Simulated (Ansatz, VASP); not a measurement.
**Two plane-wave programs on Pt**

The input INCAR:

```
SYSTEM = Pt
PREC     = Accurate       ! precision mode
ENCUT    = 520            ! plane-wave cutoff, eV
EDIFF    = 1E-7           ! SCF threshold, eV
ISMEAR   = -1             ! smearing method
SIGMA    = 0.1            ! smearing width, eV
LREAL    = .False.        ! projectors in reciprocal space
LASPH    = .True.         ! aspherical terms in the spheres
NELM     = 80             ! most SCF steps
ALGO     = Normal         ! electronic algorithm
ISIF     = 2              ! what is computed and relaxed
LWAVE    = .False.        ! write WAVECAR
LCHARG   = .False.        ! write CHGCAR
GGA      = PE             ! functional
NBANDS   = 28             ! bands
```

The input KPOINTS:

```
Automatic mesh
0
Gamma
  15 15 4
  0 0 0
```

File POSCAR:

```
Pt
1.0
    2.8274834400      0.0000000000      0.0000000000
   -1.4137417200      2.4486724878      0.0000000000
    0.0000000000      0.0000000000      9.4409961479
Pt
4
Direct
    0.0000000000      1.0000000000      1.0000000000
    0.0000000000      1.0000000000      0.5000000000
    0.3333333333      0.6666666667      0.2500000000
    0.6666666667      0.3333333333      0.7500000000
```

Input for Ansatz:

```yaml
crystal:
  lattice:
    - [2.82748344, 0.0, 0.0]
    - [-1.41374172, 2.4486724878, 0.0]
    - [0.0, 0.0, 9.4409961479]
  atoms:
    - { symbol: Pt, position: [0.0, 1.0, 1.0] }
    - { symbol: Pt, position: [0.0, 1.0, 0.5] }
    - { symbol: Pt, position: [0.3333333333, 0.6666666667, 0.25] }
    - { symbol: Pt, position: [0.6666666667, 0.3333333333, 0.75] }
hamiltonian:
  xc: pbe
  pseudopotentials:
    kind: paw
    azcp:
      Pt: "pseudopotentials/Pt.paw.azcp"
basis:
  ecutwfc: 420
  fft_grid_basis: typed
kpoints:
  mp_grid: { grid: [15, 15, 4], shift: [0, 0, 0] }
magnetization:
  spin_polarized: false
scf:
  occupations: { method: fermi_dirac, width: 0.1 }
  lower_state_search: "off"
output:
  stress: true
```

Alike in both runs: task single point; functional PBE; k mesh 15 × 15 × 4; occupations fermi-dirac, width 0.1 eV; no spin polarisation.

|  | VASP | Ansatz |
| --- | --- | --- |
| version | VASP 6.6.1 | Ansatz 0.2.0 |
| potentials or method | VASP PAW PBE potentials, release 64 (Pt), cutoff 520 eV | plane waves (420 eV) with PAW, scalar-relativistic |
| valence electrons in the cell | 40 | 72 |

|  | VASP | Ansatz | Ansatz less VASP |
| --- | --- | --- | --- |
| pressure (GPa) | -9.0 | -8.6 | +0.41 |
| traceless stress, the component that is largest in VASP (GPa) | 0.40 | 0.44 | +0.038 |

With one functional, cell and mesh, what is left measures potentials, basis and numerics. VASP's potentials hold 40 valence electrons a cell and Ansatz's 72, so a difference there can come from the potentials and not from the codes.

Spin-orbit coupling is off throughout.
